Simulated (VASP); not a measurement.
Set up this calculation in VASP 6.6.1, as the native input.

```
Task                   : single point
Functional             : PBE
Potentials or basis    : VASP PAW PBE potentials, release 64 (Si)
Cutoff                 : 520 eV
k mesh                 : 12 × 12 × 6
Occupations            : gaussian, width 0.05 eV
Spin                   : no spin polarisation
Dipole correction      : no
Further INCAR settings : ALGO = Normal; EDIFF = 1e-06; NBANDS = 16
```

The structure of Si lies in POSCAR:

```
Si
1.0
    3.9567452140      0.0000000000      0.0000000000
   -1.9783726070      3.4266418716      0.0000000000
    0.0000000000      0.0000000000      6.0292883571
Si
4
Direct
    0.3333333333      0.6666666667      0.0487915372
    0.6666666667      0.3333333333      0.5487915372
    0.3333333333      0.6666666667      0.4512084628
    0.6666666667      0.3333333333      0.9512084628
```

This isn't the form of Si at room conditions, which is diamond.

This cell differs from its parent crystal: atoms shifted along a free coordinate, c/a of the conventional cell at fixed volume 1.5238.

These files were run (other wordings do the same):

INCAR

```
SYSTEM = Si
  PREC = Accurate
  ENCUT = 520
  EDIFF = 1E-6
  ISMEAR = 0
  SIGMA = 0.05
  LREAL = .False.
  LASPH = .True.
  NELM = 60
  ALGO = Normal
  ISIF = 2
  LWAVE = .False.
  LCHARG = .True.
  GGA = PE
  LELF = .True.
  LVHAR = .True.
  NBANDS = 16
```

KPOINTS

```
regular mesh
0
Gamma
  12 12 6
  0 0 0
```

Potentials or basis: VASP PAW PBE potentials, release 64 (Si).

Command:

```bash
$ cat potpaw_PBE.64/Si/POTCAR > POTCAR
$ mpirun -np 1 vasp_std > vasp.out
```

Results of the run:

```
Pressure               : -0.4 GPa
Largest force          : 1.062 eV/Å
Band gap on the k mesh : zero (bands 8 and 9 overlap by 0.43 eV)
```

Caveat: the stress differs along the axes, from -3 to 4 GPa; semilocal functionals underestimate gaps, and a narrow one can read as zero; forces of over 1 eV/Å act on the atoms, so gaps and moduli don't describe the material at rest.

It took 2.2 min on 1 thread of Intel Xeon 8259CL (shared host), peak memory 0.23 GiB.
